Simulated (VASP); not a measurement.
# Cd (P6_3/mmc) in VASP: a series of runs, part 3 of 3

VASP 6.6.1. Earlier steps stand in the parts before.

## (6) Electric field gradients, PBE (equal xx and yy strain of +2 %)

The input, INCAR:

```
PREC = Accurate
ENCUT = 520
EDIFF = 1E-8
ISMEAR = -1
SIGMA = 0.05
LREAL = False
LASPH = True
NELM = 100
ALGO = Normal
ISIF = 2
LWAVE = False
LCHARG = False
GGA = PE
LEFG = True
NBANDS = 19
```

The input, KPOINTS:

```
Automatic mesh
0
Gamma
  14 14 7
```

The input, POSCAR:

```
Cd
1.0
    3.0384499583      0.0000000000      0.0000000000
   -1.5192249791      2.6313748519      0.0000000000
    0.0000000000      0.0000000000      5.6176500000
Cd
2
Direct
    0.3333333333      0.6666666667      0.2500000000
    0.6666666667      0.3333333333      0.7500000000
```

Potentials or basis: VASP PAW PBE potentials, release 64 (Cd).

Started as:

```console
cat potpaw_PBE.64/Cd/POTCAR > POTCAR
mpirun -np 1 vasp_std > vasp.out
```

OUTCAR:

```text
PREC = Accurate
   ENCUT = 520
   EDIFF = 1E-8
   ISMEAR = -1
   LREAL = False
   LASPH = True
   NELM = 100
   ISIF = 2
   GGA = PE

 ion  position               nearest neighbor table
   1  0.333  0.667  0.250-   2 3.31   2 3.31   2 3.31   2 3.31   2 3.31   2 3.31
   2  0.667  0.333  0.750-   1 3.31   1 3.31   1 3.31   1 3.31   1 3.31   1 3.31

  LATTYP: Found a hexagonal cell.
 ALAT       =     3.0384499583
 C/A-ratio  =     1.8488538818

  Lattice vectors:

 A1 = (   3.0384499583,   0.0000000000,   0.0000000000)
 A2 = (  -1.5192249791,   2.6313748519,   0.0000000000)
 A3 = (   0.0000000000,   0.0000000000,   5.6176500000)

Analysis of symmetry for initial positions (statically):
=====================================================================
 Subroutine PRICEL returns:
 Original cell was already a primitive cell.

 Routine SETGRP: Setting up the symmetry group for a
 hexagonal supercell.

 Subroutine GETGRP returns: Found 24 space group operations
 (whereof 12 operations were pure point group operations)
 out of a pool of 24 trial point group operations.

The static configuration has the point symmetry D_3d.
 The point group associated with its full space group is D_6h.

Analysis of symmetry for dynamics (positions and initial velocities):
=====================================================================
 Subroutine PRICEL returns:
 Original cell was already a primitive cell.

 Routine SETGRP: Setting up the symmetry group for a
 hexagonal supercell.

 Subroutine GETGRP returns: Found 24 space group operations
 (whereof 12 operations were pure point group operations)
 out of a pool of 24 trial point group operations.

The dynamic configuration has the point symmetry D_3d.
 The point group associated with its full space group is D_6h.

 Subroutine INISYM returns: Found 24 space group operations
 (whereof 12 operations are pure point group operations),
 and found     1 'primitive' translations

----------------------------------------------------------------------------------------

                                     Primitive cell

  volume of cell :      44.9148

  direct lattice vectors                    reciprocal lattice vectors
     3.038449958  0.000000000  0.000000000     0.329115178  0.190014737  0.000000000
    -1.519224979  2.631374852  0.000000000     0.000000000  0.380029474  0.000000000
     0.000000000  0.000000000  5.617650000     0.000000000  0.000000000  0.178010378

  length of vectors
     3.038449958  3.038449958  5.617650000     0.380029474  0.380029474  0.178010378

  position of ions in fractional coordinates (direct lattice)
     0.333333333  0.666666667  0.250000000
     0.666666667  0.333333333  0.750000000

  ion indices of the primitive-cell ions
   primitive index   ion index
                 1           1
                 2           2

----------------------------------------------------------------------------------------

 KPOINTS: Automatic mesh
[... 74 lines left out ...]
   ISIF   =      2    stress and relaxation
   ISYM   =      2    0-nonsym 1-usesym 2-fastsym
   POTIM  = 0.5000    time-step for ionic-motion
   TEBEG  =    0.0;   TEEND  =   0.0 temperature during run
   PSTRESS=    0.0 pullay stress
   NELECT =      24.0000    total number of electrons
   NUPDOWN=      -1.0000    fix difference up-down
   EMIN   =  10.00;   EMAX   =-10.00  energy-range for DOS
   EFERMI =   0.00;   METHOD = LEGACY
   ISMEAR =    -1;   SIGMA  =   0.05  broadening in eV -4-tet -1-fermi 0-gaus
   EFERMI_NEDOS =   21; number of points for ismear=-14 and -15
   IALGO  =     38    algorithm
   IMIX   =      4    mixing-type and parameters
     AMIX     =   0.40;   BMIX     =  1.00
     AMIX_MAG =   1.60;   BMIX_MAG =  1.00
  volume/ion in A,a.u.               =      22.46       151.55
  Fermi-wavevector in a.u.,A,eV,Ry     =   1.328461  2.510427 24.011673  1.764808
  Thomas-Fermi vector in A             =   2.457697
   LORBIT       =      0    0 simple, 1 ext, 2 COOP (PROOUT), +10 PAW based schemes
   GGA     = PE    functional components
   LHFCALC =     F    Hartree Fock is set to
   AEXX    =    0.0000 exact exchange contribution
   IVDW    =     0    specifies the selected vdW correction
   LEPSILON=     F    determine dielectric tensor
   LRPA    =     F    only Hartree local field effects (RPA)
 non-spin polarized calculation
  energy-cutoff  :      520.00
  volume of cell :       44.91
 maximum number of plane-waves:      1227
 NGX is ok and might be reduce to    24
   NGX = 11   NGY = 11   NGZ = 21

 number of electron      24.0000005 magnetization

 Free energy of the ion-electron system (eV)
  ---------------------------------------------------
  ext. energy  EPLUGINS =         0.00000000
  ---------------------------------------------------
  free energy    TOTEN  =        -1.48554211 eV

  energy without entropy =       -1.47942033  energy(sigma->0) =       -1.48248122

 E-fermi :   2.7331     XC(G=0): -10.8289

 val. band max:        2.7158103992   @ k =   0.5000  -0.0000   0.4286
 cond. band min:       2.7348874582   @ k =   0.2143  -0.0000   0.1429
 fundamental gap:      0.0190770590
 Fermi energy:         2.7331298907

 k-point     1 :       0.0000    0.0000    0.0000
  band No.  band energies     occupation
      1      -7.0001      2.00000
      2      -6.7336      2.00000
      3      -6.4488      2.00000
      4      -6.4488      2.00000
      5      -6.3976      2.00000
      6      -6.3976      2.00000
[... 505 lines left out ...]
      6      -6.2447      2.00000
[... 11 lines left out ...]
     18       8.4984      0.00000
     19      10.5689      0.00000

 [... further k-points ...]

------------------------ aborting loop because EDIFF is reached ----------------------------------------

  FORCE on cell =-STRESS in cart. coord.  units (eV):
  Direction    XX          YY          ZZ          XY          YZ          ZX
  --------------------------------------------------------------------------------------
  -------------------------------------------------------------------------------------
  Total        0.2545727      0.2545727      0.2151368      0.0000000     -0.0000000      0.0000000
  in kB        9.0809829      9.0809829      7.6742485      0.0000000     -0.0000000      0.0000000
  external PRESSURE =       8.6120715 kB  Pullay stress =       0.0000000 kB

 VOLUME and BASIS-vectors are now :
 -----------------------------------------------------------------------------
  energy-cutoff  :      520.00
  volume of cell :       44.91
      direct lattice vectors                 reciprocal lattice vectors
     3.038449958  0.000000000  0.000000000     0.329115178  0.190014737  0.000000000
    -1.519224979  2.631374852  0.000000000     0.000000000  0.380029474  0.000000000
     0.000000000  0.000000000  5.617650000     0.000000000  0.000000000  0.178010378

 POSITION                                       TOTAL-FORCE (eV/Angst)
 -----------------------------------------------------------------------------------
     -0.00000      1.75425      1.40441        -0.000000      0.000000      0.000000
      1.51922      0.87712      4.21324         0.000000     -0.000000      0.000000
 -----------------------------------------------------------------------------------
    total drift:                               -0.000000      0.000000      0.000000

  FREE ENERGIE OF THE ION-ELECTRON SYSTEM (eV)
  ---------------------------------------------------
  free  energy   TOTEN  =        -1.4855421051 eV

  energy  without entropy=       -1.4794203269  energy(sigma->0) =       -1.48248122

 Electric field gradients (V/A^2)
---------------------------------------------------------------------
 ion       V_xx      V_yy      V_zz      V_xy      V_xz      V_yz
---------------------------------------------------------------------
   1     -32.087   -32.088    64.175    -0.000     0.000    -0.000
   2     -32.087   -32.088    64.175    -0.000    -0.000     0.000
---------------------------------------------------------------------

 Electric field gradients after diagonalization (V/A^2)
 (convention: |V_zz| > |V_xx| > |V_yy|)
----------------------------------------------------------------------
 ion       V_xx      V_yy      V_zz     asymmetry (V_yy - V_xx)/ V_zz
----------------------------------------------------------------------
   1     -32.088   -32.087    64.175       0.000
   2     -32.088   -32.087    64.175       0.000
----------------------------------------------------------------------

           NMR quadrupolar parameters

 Cq : quadrupolar parameter    Cq=e*Q*V_zz/h
 eta: asymmetry parameters     (V_yy - V_xx)/ V_zz
 Q  : nuclear electric quadrupole moment in mb (millibarn)
----------------------------------------------------------------------
 ion       Cq(MHz)       eta       Q (mb)
----------------------------------------------------------------------
   1       0.155       0.000       1.000
   2       0.155       0.000       1.000
----------------------------------------------------------------------
```

OSZICAR:

```text
N       E                     dE             d eps       ncg     rms          rms(c)
DAV:   1     0.174185564543E+03    0.17419E+03   -0.12983E+04  3648   0.126E+03
DAV:   2     0.248740344939E+01   -0.17170E+03   -0.16574E+03  3804   0.332E+02
DAV:   3    -0.156911010992E+01   -0.40565E+01   -0.40484E+01  4190   0.579E+01
DAV:   4    -0.157616699290E+01   -0.70569E-02   -0.70562E-02  4082   0.228E+00
DAV:   5    -0.157618917444E+01   -0.22182E-04   -0.22181E-04  3997   0.125E-01    0.405E+00
DAV:   6    -0.148820832704E+01    0.87981E-01   -0.22514E-01  4034   0.557E+00    0.331E+00
DAV:   7    -0.148488227606E+01    0.33261E-02   -0.24132E-02  4049   0.143E+00    0.163E+00
DAV:   8    -0.148545483159E+01   -0.57256E-03   -0.32216E-03  3939   0.684E-01    0.866E-02
DAV:   9    -0.148550354282E+01   -0.48711E-04   -0.21670E-05  4177   0.467E-02    0.331E-02
DAV:  10    -0.148554235883E+01   -0.38816E-04   -0.33847E-05  3945   0.564E-02    0.299E-03
DAV:  11    -0.148554227567E+01    0.83156E-07   -0.32492E-08  3647   0.172E-03    0.140E-03
DAV:  12    -0.148554209531E+01    0.18036E-06   -0.17722E-08  3266   0.106E-03    0.112E-04
DAV:  13    -0.148554210511E+01   -0.97984E-08   -0.38026E-10  2121   0.222E-04
   1 F= -.14855421E+01 E0= -.14824812E+01  d E =-.612178E-02
```

stdout:

```text
POSCAR found type information on POSCAR Cd
 POSCAR found :  1 types and       2 ions
 scaLAPACK will be used
 LDA part: xc-table for (Slater+PW92), standard interpolation
 POSCAR, INCAR and KPOINTS ok, starting setup
 FFT: planning ... GRIDC
 FFT: planning ... GRID_SOFT
 FFT: planning ... GRID
 WAVECAR not read
 entering main loop
ion   1

ion   2
```

Run time: 56 s. Hardware: 1 thread of Intel Xeon Platinum 8488C (Sapphire Rapids), shared host; peak memory 0.2 GiB.

Results:

- Free energy: -1.4855 eV
- Pressure: 0.9 GPa
- Band gap on the k mesh: zero (band 12 reaches 3.87 eV, above the bottom of band 13 at -0.10 eV)

Stress tensor (GPa, compression positive):
```
0.91 0.00 0.00
0.00 0.91 0.00
0.00 0.00 0.77
```

Electric field gradients, principal values (V/Å²):
| atom | least | middle | greatest (by size) |
| --- | --- | --- | --- |
| 1 Cd | -32.087 | -32.088 | 64.175 |
| 2 Cd | -32.087 | -32.088 | 64.175 |

Caveat: the cell differs from its parent crystal (equal xx and yy strain of +2 %); without QUAD_EFG the Cq values of the log hold for a quadrupole moment of 1 mb, not for the nuclei.

## (7) Overview

```tsv
cell	gap on the mesh (eV)	pressure (GPa)
a = 3.009, b = 3.009, c = 5.618 Å, angles 90.0, 90.0, 120.0°, 2 atoms	none	2.0
a = 2.890, b = 2.890, c = 5.618 Å, angles 90.0, 90.0, 120.0°, 2 atoms	none	8.7
a = 2.949, b = 2.949, c = 5.618 Å, angles 90.0, 90.0, 120.0°, 2 atoms	none	4.9
a = 3.038, b = 3.038, c = 5.618 Å, angles 90.0, 90.0, 120.0°, 2 atoms	none	0.9
```

Alike in all rows: task electric field gradients; level PBE; potentials or basis VASP PAW PBE potentials, release 64 (Cd); no spin polarisation; k mesh 14 × 14 × 7; cutoff (eV) 520; smearing fermi-dirac 0.05 eV.

Total energies depend on the potentials used, so only differences within one code and one set of settings carry meaning.
